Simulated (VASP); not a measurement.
A run of VASP 6.6.1 is set up as follows.

File INCAR:

```
PREC = Accurate ; ENCUT = 500
EDIFF = 1E-6 ; ISMEAR = 0
SIGMA = 0.02 ; LREAL = F
LASPH = T ; NELM = 120
ALGO = Normal ; ISIF = 2
LWAVE = F ; LCHARG = F
GGA = PE ; NBANDS = 11
GGA_COMPAT = F
```

The input KPOINTS:

```
Automatic mesh
0
Gamma
  10 10 10
```

The input POSCAR:

```
BP
1.0
    0.0000000000      2.2967036050      2.2967036050
    2.2967036050      0.0000000000      2.2967036050
    2.2967036050      2.2967036050      0.0000000000
B P
1 1
Direct
    0.0000000000      0.0000000000      0.0000000000
    0.2500000000      0.2500000000      0.2500000000
```

Potentials or basis: VASP PAW PBE potentials, release 64 (B, P).

The run is started by

```bash
$ cat potpaw_PBE.64/B/POTCAR potpaw_PBE.64/P/POTCAR > POTCAR
$ mpirun -np 1 vasp_std > vasp.out
```

Question: Predict the pressure.

Answer: -4.7 GPa.

Question: Predict the band gap on the k mesh.

Answer: 1.29 eV (least direct gap 3.35 eV).

Caveat: the cell stands under tension. A k mesh can miss the band edges.
